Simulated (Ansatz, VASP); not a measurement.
One calculation of HfZrS3, two programs

File INCAR:

```
SYSTEM = HfZrS3
PREC     = Accurate       ! precision mode
ENCUT    = 600            ! plane-wave cutoff, eV
EDIFF    = 1E-6           ! SCF threshold, eV
ISMEAR   = 0              ! smearing method
SIGMA    = 0.1            ! smearing width, eV
LREAL    = .FALSE.        ! projectors in reciprocal space
LASPH    = .TRUE.         ! aspherical terms in the spheres
NELM     = 60             ! most SCF steps
ALGO     = Fast           ! electronic algorithm
ISIF     = 3              ! what is computed and relaxed
LWAVE    = .FALSE.        ! write WAVECAR
LCHARG   = .FALSE.        ! write CHGCAR
GGA      = PE             ! functional
IBRION   = 2              ! ionic algorithm
NSW      = 100            ! ionic steps
EDIFFG   = -0.01          ! ionic threshold
```

Contents of KPOINTS:

```
Automatic mesh
0
G
  8 8 8
  0 0 0
```

Contents of POSCAR:

```
HfZrS3
1.0
    5.1046179585      0.0000000000      0.0000000000
    0.0000000000      5.1046179585      0.0000000000
    0.0000000000      0.0000000000      4.9182921820
Zr Hf S
1 1 3
Direct
    0.0000000000      0.0000000000      0.5000000000
    0.5000000000      0.5000000000      0.5000000000
    0.0000000000      0.5000000000      0.5000000000
    0.5000000000      0.0000000000      0.5000000000
    0.0000000000      0.0000000000      0.0000000000
```

Input for Ansatz:

```yaml
crystal:
  lattice:
    - [5.1046179585, 0.0, 0.0]
    - [0.0, 5.1046179585, 0.0]
    - [0.0, 0.0, 4.918292182]
  atoms:
    - { symbol: Zr, position: [0.0, 0.0, 0.5] }
    - { symbol: Hf, position: [0.5, 0.5, 0.5] }
    - { symbol: S, position: [0.0, 0.5, 0.5] }
    - { symbol: S, position: [0.5, 0.0, 0.5] }
    - { symbol: S, position: [0.0, 0.0, 0.0] }
basis:
  ecutwfc: 420
kpoints:
  mp_grid: { grid: [8, 8, 8] }
hamiltonian:
  xc: pbe
scf:
  occupations: { method: gaussian, width: 0.1 }
output:
  forces: true
  stress: true
  eigenvalues: true
  write_density: true
  write_potential: true
  elf: true
  volumetric_format: npy
relax:
  adjacent_minimum: "off"
  f_tol: 0.01
  max_steps: 80
  cell: { stress_tol: 0.05 }
```

Alike in both runs: task relaxation of cell and atoms; functional PBE; k mesh 8 × 8 × 8; occupations gaussian, width 0.1 eV; no spin polarisation.

|  | VASP | Ansatz |
| --- | --- | --- |
| version | VASP 6.6.1 | Ansatz 0.2.0 |
| potentials or method | VASP PAW PBE potentials, release 64 (Zr_sv, Hf_pv, S), cutoff 600 eV | scalar-relativistic, plane waves, PAW |
| valence electrons in the cell | 40 | 56 |

|  | VASP | Ansatz | Ansatz less VASP |
| --- | --- | --- | --- |
| gap on the k mesh at the Fermi level, each at its own relaxed structure (eV) | none | none | - |
| relaxed volume (Å³/atom) | 25.58 | 25.61 | +0.033 |
| relaxed length of the cell vector where the two differ most in proportion (Å) | 5.109 | 5.113 | +0.0045 |

A gap of «none» marks a metal or a gap that the smearing closes. VASP's potentials hold 40 valence electrons a cell and Ansatz's 56, so a difference there can come from the potentials and not from the codes.

Neither program's run includes spin-orbit coupling.
